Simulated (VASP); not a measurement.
Here is a VASP 6.6.1 calculation.

File INCAR:

```
SYSTEM = GaSb
PREC = Accurate
ENCUT = 520
EDIFF = 1E-7
ISMEAR = 0
SIGMA = 0.15
LREAL = .False.
LASPH = .True.
NELM = 60
ALGO = Normal
ISIF = 2
LWAVE = .False.
LCHARG = .False.
GGA = PE
NBANDS = 16
```

File KPOINTS:

```
Automatic mesh
0
Gamma
  16 16 16
  0 0 0
```

The input POSCAR:

```
GaSb
1.0
   -2.8302500000      2.8302500000      1.4546000000
    2.8302500000     -2.8302500000      1.4546000000
    2.8302500000      2.8302500000     -1.4546000000
Ga Sb
1 1
Direct
    0.2500000000      0.7500000000      0.5000000000
    0.0000000000      0.0000000000      0.0000000000
```

Potentials or basis: VASP PAW PBE potentials, release 64 (Ga_d, Sb).

Launch:

```sh
$ cat potpaw_PBE.64/Ga_d/POTCAR potpaw_PBE.64/Sb/POTCAR > POTCAR
$ mpirun -np 1 vasp_std > vasp.out
```

What does it give for the band gap on the k mesh?

Zero (band 9 reaches 8.40 eV, above the bottom of band 10 at 4.18 eV).

Predict the pressure.

2.6 GPa.

Stress tensor (GPa, compression positive):
```
-0.06  0.00  0.00
 0.00 -0.06  0.00
 0.00  0.00  8.00
```

Caveat: spin-orbit coupling is left out, which moves the levels of the heavy elements.
